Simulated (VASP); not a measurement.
## CdS (Hawleyite): single point with PBE

Crystal: CdS (Hawleyite).

```xyz
2
Lattice="0.0000 2.9675 2.9675 2.9675 0.0000 2.9675 2.9675 2.9675 0.0000" Properties=species:S:1:pos:R:3 pbc="T T T"
Cd    0.0000    0.0000    0.0000
S     1.4837    1.4837    1.4837
```

```yaml
Program: VASP 6.6.1
Task: single point
Functional: PBE
Potentials_or_basis: VASP PAW PBE potentials, release 64 (Cd, S)
Cutoff: 520 eV
k_mesh: 6 × 6 × 6
Occupations: gaussian, width 0.01 eV
Spin: no spin polarisation
```

The pressure is 0.1 GPa and the band gap on the k mesh is 1.03 eV, direct.

Levels at points of the mesh, in eV from the valence-band top:
```tsv
k point	band 7	band 8	band 9	band 10	band 11	band 12
(0.00, 0.00, 0.00)	0.00	0.00	0.00	1.03	6.55	6.55
(0.50, 0.00, 0.00)	-4.10	-0.68	-0.68	2.93	7.00	7.00
(0.50, 0.50, 0.00)	-3.73	-1.71	-1.71	3.64	4.27	9.02
```

Run time: 10 s on 1 thread of AMD EPYC 9R45 96-Core Processor (Zen 5), with other jobs on the host, peak memory 0.15 GiB.

Expect the measured gap to be larger: semilocal functionals such as PBE lack the derivative discontinuity.
